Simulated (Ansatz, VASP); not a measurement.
# BN: VASP beside Ansatz

INCAR

```
PREC = Accurate
ENCUT = 520
EDIFF = 1E-6
ISMEAR = -1
SIGMA = 0.03
LREAL = F
LASPH = T
NELM = 100
ALGO = Normal
ISIF = 2
LWAVE = F
LCHARG = T
GGA = PS
LELF = T
LVHAR = T
NBANDS = 11
```

KPOINTS

```
Automatic mesh
0
Gamma
  13 13 13
```

File POSCAR:

```
BN
1.0
    0.0000000000      1.8255750000      1.8075000000
    1.8255750000      0.0000000000      1.8075000000
    1.8255750000      1.8255750000      0.0000000000
B N
1 1
Direct
    0.0000000000      0.0000000000      0.0000000000
    0.7500000000      0.7500000000      0.7500000000
```

Input for Ansatz:

```yaml
crystal:
  lattice:
    - [0.0, 1.825575, 1.8075]
    - [1.825575, 0.0, 1.8075]
    - [1.825575, 1.825575, 0.0]
  atoms:
    - { symbol: B, position: [0.0, 0.0, 0.0] }
    - { symbol: "N", position: [0.75, 0.75, 0.75] }
kpoints:
  mp_grid: { grid: [13, 13, 13] }
  band_path:
    path:
      - [0.0, 0.0, 0.0]
      - [0.0, 0.5, 0.5]
      - [0.25, 0.75, 0.5]
      - [0.0, 0.5, 0.0]
      - [0.0, 0.0, 0.0]
      - [0.5, 0.5, 0.0]
      - [0.3775125, 0.6224875, 0.0]
      - [-0.3775125, 0.3775125, 0.0]
      - [0.0, 0.0, 0.0]
    npoints: 5
scf:
  occupations: { method: fermi_dirac, width: 0.03 }
hamiltonian:
  xc: pbesol
  pseudopotentials: { kind: all_electron, lapw: { basis_error: 0.001 } }
output:
  forces: true
  stress: true
  eigenvalues: true
```

Change from the starting cell: equal xx and yy strain of +1 %.

Alike in both runs: task single point; functional PBEsol; k mesh 13 × 13 × 13; occupations fermi-dirac, width 0.03 eV; no spin polarisation.

|  | VASP | Ansatz |
| --- | --- | --- |
| version | VASP 6.6.1 | Ansatz 0.2.0 |
| potentials or method | VASP PAW PBE potentials, release 64 (B, N), cutoff 520 eV | all-electron LAPW, scalar-relativistic |

|  | VASP | Ansatz | Ansatz less VASP |
| --- | --- | --- | --- |
| gap on the k mesh at the Fermi level (eV) | 4.16 | 4.17 | +0.008 |
| pressure (GPa) | -9.6 | -10.1 | -0.51 |
| traceless stress, the component that is largest in VASP (GPa) | 3.89 | 3.90 | +0.006 |

VASP's potentials were made for PBE, not for PBEsol. Ansatz ran all-electron here, and VASP with PAW potentials.
